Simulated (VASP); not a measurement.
# Sb in VASP: single point with PBEsol

Aim: the single point of Sb with PBEsol.

Program: VASP 6.6.1. These are calculated values, not measurements. Logs are shortened: lines on timing, memory, paths and dates and some standing lists are left out, and cuts for length are marked.

**1. The cell of the first run**

The cell holds a sheet with vacuum, 2 atoms: a = 4.042 Å, b = 4.042 Å, c = 27.100 Å, α = 90.00°, β = 90.00°, γ = 120.00°.

**2. Single point, PBEsol**

Contents of INCAR:

```
SYSTEM = Sb
PREC     = Accurate       ! precision mode
ENCUT    = 400            ! plane-wave cutoff, eV
EDIFF    = 1E-6           ! SCF threshold, eV
ISMEAR   = 0              ! smearing method
SIGMA    = 0.03           ! smearing width, eV
LREAL    = .FALSE.        ! projectors in reciprocal space
LASPH    = .TRUE.         ! aspherical terms in the spheres
NELM     = 120            ! most SCF steps
ALGO     = Normal         ! electronic algorithm
ISIF     = 2              ! what is computed and relaxed
LWAVE    = .FALSE.        ! write WAVECAR
LCHARG   = .FALSE.        ! write CHGCAR
LDIPOL   = .TRUE.       
IDIPOL   = 3            
DIPOL    = 0.5 0.5 0.289
GGA      = PS             ! functional
NBANDS   = 12             ! bands
GGA_COMPAT= .FALSE.      
NELMDL   = -8
```

Contents of KPOINTS:

```
regular mesh
0
G
  12 12 1
  0 0 0
```

Contents of POSCAR:

```
Sb
1.0
    4.0418344024      0.0000000000      0.0000000000
   -2.0209172012      3.5003312703      0.0000000000
    0.0000000000      0.0000000000     27.1000000030
Sb
2
Direct
    0.3333333333      0.6666666667      0.2585835370
    0.6666666667      0.3333333333      0.3189072378
```

Potentials or basis: VASP PAW PBE potentials, release 64 (Sb).

The run is started by

```console
$ cat potpaw_PBE.64/Sb/POTCAR > POTCAR
$ mpirun -np 1 vasp_std > vasp.out
```

OUTCAR:

```text
SYSTEM = Sb
   PREC = Accurate
   ENCUT = 400
   EDIFF = 1E-6
   ISMEAR = 0
   LREAL = .FALSE.
   LASPH = .TRUE.
   NELM = 120
   ISIF = 2
   GGA = PS
   NELMDL = -8

 ion  position               nearest neighbor table
   1  0.333  0.667  0.259-   2 2.85   2 2.85   2 2.85
   2  0.667  0.333  0.319-   1 2.85   1 2.85   1 2.85

  LATTYP: Found a hexagonal cell.
 ALAT       =     4.0418344024
 C/A-ratio  =     6.7048763767

  Lattice vectors:

 A1 = (   4.0418344024,   0.0000000000,   0.0000000000)
 A2 = (  -2.0209172012,   3.5003312703,   0.0000000000)
 A3 = (   0.0000000000,   0.0000000000,  27.1000000030)

Analysis of symmetry for initial positions (statically):
=====================================================================
 Subroutine PRICEL returns:
 Original cell was already a primitive cell.

 Routine SETGRP: Setting up the symmetry group for a
 hexagonal supercell.

 Subroutine GETGRP returns: Found 12 space group operations
 (whereof  6 operations were pure point group operations)
 out of a pool of 24 trial point group operations.

The static configuration has the point symmetry C_3v.
 The point group associated with its full space group is D_3d.

Analysis of symmetry for dynamics (positions and initial velocities):
=====================================================================
 Subroutine PRICEL returns:
 Original cell was already a primitive cell.

 Routine SETGRP: Setting up the symmetry group for a
 hexagonal supercell.

 Subroutine GETGRP returns: Found 12 space group operations
 (whereof  6 operations were pure point group operations)
 out of a pool of 24 trial point group operations.

The dynamic configuration has the point symmetry C_3v.
 The point group associated with its full space group is D_3d.

 Subroutine INISYM returns: Found 12 space group operations
 (whereof  6 operations are pure point group operations),
 and found     1 'primitive' translations

----------------------------------------------------------------------------------------

                                     Primitive cell

  volume of cell :     383.4043

  direct lattice vectors                    reciprocal lattice vectors
     4.041834402  0.000000000  0.000000000     0.247412412  0.142843623  0.000000000
    -2.020917201  3.500331270  0.000000000     0.000000000  0.285687246  0.000000000
     0.000000000  0.000000000 27.100000003     0.000000000  0.000000000  0.036900369

  length of vectors
     4.041834402  4.041834402 27.100000003     0.285687246  0.285687246  0.036900369

  position of ions in fractional coordinates (direct lattice)
     0.333333333  0.666666667  0.258583537
     0.666666667  0.333333333  0.318907238

  ion indices of the primitive-cell ions
   primitive index   ion index
                 1           1
                 2           2

----------------------------------------------------------------------------------------

 KPOINTS: regular mesh

Automatic generation of k-mesh.
 Grid dimensions read from file:
 generate k-points for:   12   12    1

 Generating k-lattice:

  Cartesian coordinates                     Fractional coordinates (reciprocal lattice)
     0.020617701  0.011903635  0.000000000     0.083333333  0.000000000  0.000000000
     0.000000000  0.023807270  0.000000000     0.000000000  0.083333333  0.000000000
     0.000000000  0.000000000  0.036900369     0.000000000  0.000000000  1.000000000

  Length of vectors
     0.023807270  0.023807270  0.036900369

  Shift w.r.t. Gamma in fractional coordinates (k-lattice)
     0.000000000  0.000000000  0.000000000

 Subroutine IBZKPT returns following result:
 ===========================================

 Found     19 irreducible k-points:

 Following reciprocal coordinates:
            Coordinates               Weight
  0.000000  0.000000  0.000000      1.000000
  0.083333  0.000000  0.000000      6.000000
  0.166667 -0.000000  0.000000      6.000000
  0.250000  0.000000  0.000000      6.000000
  0.333333 -0.000000  0.000000      6.000000
  0.416667  0.000000  0.000000      6.000000
[... 11 lines left out ...]
  0.333333  0.250000  0.000000     12.000000
  0.333333  0.333333  0.000000      2.000000
   k-points           NKPTS =     19   k-points in BZ     NKDIM =     19   number of bands    NBANDS=     12
   number of dos      NEDOS =    301   number of ions     NIONS =      2
   total plane-waves  NPLWV = 141120
   dimension x,y,z NGX =    28 NGY =   28 NGZ =  180
   dimension x,y,z NGXF=    56 NGYF=   56 NGZF=  360
   ions per type =               2
   NGX,Y,Z   is equivalent  to a cutoff of  11.52, 11.52, 11.04 a.u.
   NGXF,Y,Z  is equivalent  to a cutoff of  23.03, 23.03, 22.08 a.u.
 SYSTEM =  Sb
   PREC   = accura    normal or accurate (medium, high low for compatibility)
   ISTART =      0    job   : 0-new  1-cont  2-samecut
   ICHARG =      2    charge: 1-file 2-atom 10-const
   ISPIN  =      1    spin polarized calculation?
   LNONCOLLINEAR =      F non collinear calculations
   LSORBIT =      F    spin-orbit coupling
   LASPH  =      T    aspherical Exc in radial PAW
   ENCUT  =  400.0 eV  29.40 Ry    5.42 a.u.   6.59  6.59 44.19*2*pi/ulx,y,z
   NELM   =    120;   NELMIN=  2; NELMDL= -8     # of ELM steps
   EDIFF  = 0.1E-05   stopping-criterion for ELM
   LREAL  =      F    real-space projection
   EDIFFG = 0.1E-04   stopping-criterion for IOM
   NSW    =      0    number of steps for IOM
   IBRION =     -1    ionic relax: 0-MD 1-quasi-New 2-CG
   NFREE  =      0    steps in history (QN), initial steepest desc. (CG)
   ISIF   =      2    stress and relaxation
   ISYM   =      2    0-nonsym 1-usesym 2-fastsym
   POTIM  = 0.5000    time-step for ionic-motion
   TEBEG  =    0.0;   TEEND  =   0.0 temperature during run
   PSTRESS=    0.0 pullay stress
   NELECT =      10.0000    total number of electrons
   NUPDOWN=      -1.0000    fix difference up-down
   EMIN   =  10.00;   EMAX   =-10.00  energy-range for DOS
   EFERMI =   0.00;   METHOD = LEGACY
   ISMEAR =     0;   SIGMA  =   0.03  broadening in eV -4-tet -1-fermi 0-gaus
   EFERMI_NEDOS =   21; number of points for ismear=-14 and -15
   IALGO  =     38    algorithm
   IMIX   =      4    mixing-type and parameters
     AMIX     =   0.40;   BMIX     =  1.00
     AMIX_MAG =   1.60;   BMIX_MAG =  1.00
  volume/ion in A,a.u.               =     191.70      1293.67
  Fermi-wavevector in a.u.,A,eV,Ry     =   0.485500  0.917462  3.207032  0.235710
  Thomas-Fermi vector in A             =   1.485759
   LORBIT       =      0    0 simple, 1 ext, 2 COOP (PROOUT), +10 PAW based schemes
   GGA     = PS    functional components
   LHFCALC =     F    Hartree Fock is set to
   AEXX    =    0.0000 exact exchange contribution
   IVDW    =     0    specifies the selected vdW correction
   LEPSILON=     F    determine dielectric tensor
   LRPA    =     F    only Hartree local field effects (RPA)
 non-spin polarized calculation
 Gauss-broadening in eV      SIGMA  =   0.03
  energy-cutoff  :      400.00
  volume of cell :      383.40
 maximum number of plane-waves:      7073
 NGX is ok and might be reduce to    28
   NGX = 13   NGY = 13   NGZ = 89

 number of electron      10.0000000 magnetization

 dipolmoment           0.000000      0.000000      0.000000 electrons x Angstroem

 number of electron       9.9999999 magnetization

 dipolmoment           0.000000      0.000000     -0.000000 electrons x Angstroem

 Free energy of the ion-electron system (eV)
  ---------------------------------------------------
  ext. energy  EPLUGINS =         0.00000000
  ---------------------------------------------------
  free energy    TOTEN  =        -8.73399181 eV

  energy without entropy =       -8.73399181  energy(sigma->0) =       -8.73399181

 E-fermi :  -2.8806     XC(G=0):  -2.0279

 val. band max:       -3.0200058367   @ k =   0.0000   0.0000   0.0000
 cond. band min:      -1.8626058062   @ k =   0.3333  -0.0000   0.0000
 fundamental gap:      1.1574000305
 Fermi energy:        -2.8805858893

 k-point     1 :       0.0000    0.0000    0.0000
  band No.  band energies     occupation
      1     -14.6789      2.00000
      2      -9.4591      2.00000
      3      -3.7884      2.00000
      4      -3.0200      2.00000
      5      -3.0200      2.00000
      6      -1.3633      0.00000
      7      -0.1834      0.00000
      8      -0.1834      0.00000
      9       1.2839      0.00000
     10       1.5623      0.00000
     11       1.9524      0.00000
     12       2.2185      0.00000

 k-point     2 :       0.0833    0.0000    0.0000
  band No.  band energies     occupation
      1     -14.6007      2.00000
      2      -9.4471      2.00000
      3      -3.8037      2.00000
      4      -3.7488      2.00000
      5      -3.2061      2.00000
      6      -0.8717      0.00000
      7      -0.2596      0.00000
      8      -0.0042      0.00000
      9       1.3900      0.00000
     10       1.6467      0.00000
     11       2.0357      0.00000
     12       2.3059      0.00000

 k-point     3 :       0.1667   -0.0000    0.0000
  band No.  band energies     occupation
      1     -14.3683      2.00000
      2      -9.4473      2.00000
      3      -4.9636      2.00000
      4      -3.6625      2.00000
      5      -3.6150      2.00000
      6      -1.2718      0.00000
      7       0.3355      0.00000
      8       0.3834      0.00000
      9       1.6402      0.00000
     10       1.8998      0.00000
     11       2.2758      0.00000
     12       2.5553      0.00000
[... 211 lines left out ...]
 k-point    18 :       0.3333    0.2500    0.0000
  band No.  band energies     occupation
      1     -12.2099      2.00000
      2     -11.1799      2.00000
      3      -6.6481      2.00000
      4      -5.3452      2.00000
      5      -4.5979      2.00000
      6      -1.4827      0.00000
      7       0.1561      0.00000
      8       0.7022      0.00000
      9       3.2283      0.00000
     10       3.8064      0.00000
     11       4.1791      0.00000
     12       4.5526      0.00000

 k-point    19 :       0.3333    0.3333    0.0000
  band No.  band energies     occupation
      1     -11.6814      2.00000
      2     -11.6814      2.00000
      3      -6.8362      2.00000
      4      -4.9589      2.00000
      5      -4.9589      2.00000
      6      -1.7018      0.00000
      7       0.5617      0.00000
      8       0.5617      0.00000
      9       3.5650      0.00000
     10       4.3779      0.00000
     11       4.3779      0.00000
     12       4.7648      0.00000

------------------------ aborting loop because EDIFF is reached ----------------------------------------

 vacuum level on the upper side and lower side of the slab       (xc-potential included)        -0.006        -0.006

  FORCE on cell =-STRESS in cart. coord.  units (eV):
  Direction    XX          YY          ZZ          XY          YZ          ZX
  --------------------------------------------------------------------------------------
  -------------------------------------------------------------------------------------
  Total        0.0832337      0.0832337      0.1908805     -0.0000000      0.0000000      0.0000000
  in kB        0.3478188      0.3478188      0.7976552     -0.0000000      0.0000000      0.0000000
  external PRESSURE =       0.4977643 kB  Pullay stress =       0.0000000 kB

 VOLUME and BASIS-vectors are now :
 -----------------------------------------------------------------------------
  energy-cutoff  :      400.00
  volume of cell :      383.40
      direct lattice vectors                 reciprocal lattice vectors
     4.041834402  0.000000000  0.000000000     0.247412412  0.142843623  0.000000000
    -2.020917201  3.500331270  0.000000000     0.000000000  0.285687246  0.000000000
     0.000000000  0.000000000 27.100000003     0.000000000  0.000000000  0.036900369

 POSITION                                       TOTAL-FORCE (eV/Angst)
 -----------------------------------------------------------------------------------
     -0.00000      2.33355      7.00761        -0.000000      0.000000     -0.120146
      2.02092      1.16678      8.64239         0.000000     -0.000000      0.120146
 -----------------------------------------------------------------------------------
    total drift:                               -0.000000      0.000000     -0.000004

  FREE ENERGIE OF THE ION-ELECTRON SYSTEM (eV)
  ---------------------------------------------------
  free  energy   TOTEN  =        -8.7339918124 eV

  energy  without entropy=       -8.7339918124  energy(sigma->0) =       -8.73399181

 vacuum level on the upper side and lower side of the slab         1.782         1.781
```

Run time: 2.7 min. Hardware: 1 thread of Intel Xeon 8259CL, shared host; peak memory 0.34 GiB.

Results:

| Quantity | Value |
| --- | --- |
| Free energy | -8.7340 eV |
| Largest force | 0.120 eV/Å |
| Band gap on the k mesh | 1.16 eV, indirect (least direct gap 1.66 eV) |

Forces in eV/Å, atoms in the order of the input:
```
Sb   0.000  0.000 -0.120
Sb   0.000  0.000  0.120
```

Caveat: the PAW data sets were made with another functional, which shifts forces and pressure a little; spin-orbit coupling is left out, which moves the levels of the heavy elements.
